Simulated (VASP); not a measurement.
## LaB6: relaxation of cell and atoms with PBEsol

LaB6:

```xyz
7
Lattice="4.1570 0.0000 0.0000 0.0000 4.1570 0.0000 0.0000 0.0000 4.1570" Properties=species:S:1:pos:R:3 pbc="T T T"
La    0.0000    0.0000    0.0000
B     0.8210    2.0785    2.0785
B     2.0785    0.8210    2.0785
B     3.3360    2.0785    2.0785
B     2.0785    3.3360    2.0785
B     2.0785    2.0785    0.8210
B     2.0785    2.0785    3.3360
```

```json
{
 "Program": "VASP 6.6.1",
 "Task": "relaxation of cell and atoms",
 "Functional": "PBEsol",
 "Potentials or basis": "VASP PAW PBE potentials, release 64 (La, B)",
 "Cutoff": "600 eV",
 "k mesh": "8 × 8 × 8",
 "Occupations": "gaussian, width 0.1 eV",
 "Spin": "no spin polarisation",
 "Dipole correction": "no",
 "Further INCAR settings": "ALGO = Normal; EDIFF = 1e-06; IBRION = 2; EDIFFG = -0.005; NSW = 100; ISIF = 3"
}
```

The relaxed volume is 10.07 Å³/atom. The relaxed cell is a = 4.131 Å, b = 4.131 Å, c = 4.131 Å, α = 90.00°, β = 90.00°, γ = 90.00° and the space group after relaxing (to 0.05 Å) is Pm-3m (No. 221). The energy gained by relaxing is 4.6 meV/atom, the ionic steps are 9 and the pressure after relaxing is 0.0 GPa.

The path:
```tsv
step	energy change (eV)	largest force (eV/Å)	pressure (GPa)	volume (Å³)
1	0.0000	0.6115	-3.74	71.84
2	0.0731	1.4745	4.44	69.37
3	-0.0300	0.0899	-1.15	70.95
4	-0.0300	0.1044	-1.09	70.93
5	-0.0315	0.0484	0.69	70.19
6	-0.0322	0.0084	0.04	70.46
7	-0.0322	0.0101	0.01	70.47
8	-0.0322	0.0120	-0.07	70.49
9	-0.0323	0.0013	-0.03	70.47
```

Final structure:
```yaml
crystal:
  lattice:
    - [4.13059, 0.00000, 0.00000]
    - [0.00000, 4.13059, 0.00000]
    - [0.00000, 0.00000, 4.13059]
  atoms:
    - { symbol: La, position: [0.00000, 0.00000, 0.00000] }
    - { symbol: B, position: [0.19957, 0.50000, 0.50000] }
    - { symbol: B, position: [0.50000, 0.19957, 0.50000] }
    - { symbol: B, position: [0.80043, 0.50000, 0.50000] }
    - { symbol: B, position: [0.50000, 0.80043, 0.50000] }
    - { symbol: B, position: [0.50000, 0.50000, 0.19957] }
    - { symbol: B, position: [0.50000, 0.50000, 0.80043] }
```

Levels at points of the mesh, in eV from the Fermi level:
| k point | band 12 | band 13 | band 14 | band 15 | band 16 | band 17 |
| --- | --- | --- | --- | --- | --- | --- |
| (0.00, 0.00, 0.00) | -1.79 | -1.79 | -1.79 | 0.30 | 0.30 | 0.30 |
| (0.50, 0.00, 0.00) | -3.39 | -3.10 | -2.49 | -1.39 | 1.65 | 1.68 |
| (0.50, 0.50, 0.00) | -4.43 | -2.80 | -2.80 | 1.15 | 1.15 | 2.17 |
| (0.50, 0.50, 0.50) | -2.30 | -2.30 | -2.30 | 1.64 | 1.96 | 1.96 |

Run time: 4.8 min on 1 thread of Intel(R) Xeon(R) Platinum 8259CL CPU @ 2.50GHz (Skylake/Cascade Lake) (shared host), peak memory 0.25 GiB.

Caveat: the PAW data sets were made with another functional, which shifts forces and pressure a little; spin-orbit coupling is left out, which moves the levels of the heavy elements.
